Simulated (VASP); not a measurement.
# Sn: relaxation of cell and atoms with PBEsol

The system is Sn.

```
CELL_PARAMETERS angstrom
1.86500 1.86500 1.86500
-1.86500 1.86500 1.86500
-1.86500 -1.86500 1.86500
ATOMIC_POSITIONS crystal
Sn 0.00000 0.00000 0.00000
```

```
Program                : VASP 6.6.1
Task                   : relaxation of cell and atoms
Functional             : PBEsol
Potentials or basis    : VASP PAW PBE potentials, release 64 (Sn_d)
Cutoff                 : 500 eV
k mesh                 : 8 × 8 × 8
Occupations            : gaussian, width 0.05 eV
Spin                   : no spin polarisation
Dipole correction      : no
Further INCAR settings : ALGO = Normal; EDIFF = 1e-07; IBRION = 2; EDIFFG = -0.01; NSW = 80; ISIF = 3
```

```
Relaxed volume                         : 26.08 Å³/atom
Relaxed cell                           : a = 3.236 Å, b = 3.236 Å, c = 3.236 Å, α = 70.53°, β = 109.47°, γ = 70.53°
Space group after relaxing (to 0.05 Å) : Im-3m (No. 229)
Energy gained by relaxing              : 0.1 meV/atom
Ionic steps                            : 2
Pressure after relaxing                : 0.0 GPa
Band gap on the k mesh                 : zero (band 7 reaches 16.78 eV, above the bottom of band 8 at 6.01 eV)
```

Final structure:
```
Sn
1.0
     1.86813    1.86813    1.86813
    -1.86813    1.86813    1.86813
    -1.86813   -1.86813    1.86813
Sn
1
Direct
  0.00000 0.00000 0.00000
```

Levels at points of the mesh, in eV from the Fermi level:
| k point | band 5 | band 6 | band 7 | band 8 | band 9 | band 10 |
| --- | --- | --- | --- | --- | --- | --- |
| (0.00, 0.00, 0.00) | -21.23 | -11.31 | 8.43 | 8.43 | 8.43 | 12.30 |
| (0.50, 0.00, 0.00) | -21.13 | -6.38 | -4.55 | 3.83 | 5.67 | 8.29 |
| (0.50, 0.50, 0.50) | -21.15 | -2.16 | -0.44 | -0.44 | -0.44 | 3.92 |

Run time: 7.1 s on 1 thread of Intel Xeon 6975P-C, on a shared host, peak memory 0.14 GiB.

Caveat: the PAW data sets were made with another functional, which shifts forces and pressure a little; spin-orbit coupling is left out, which moves the levels of the heavy elements.
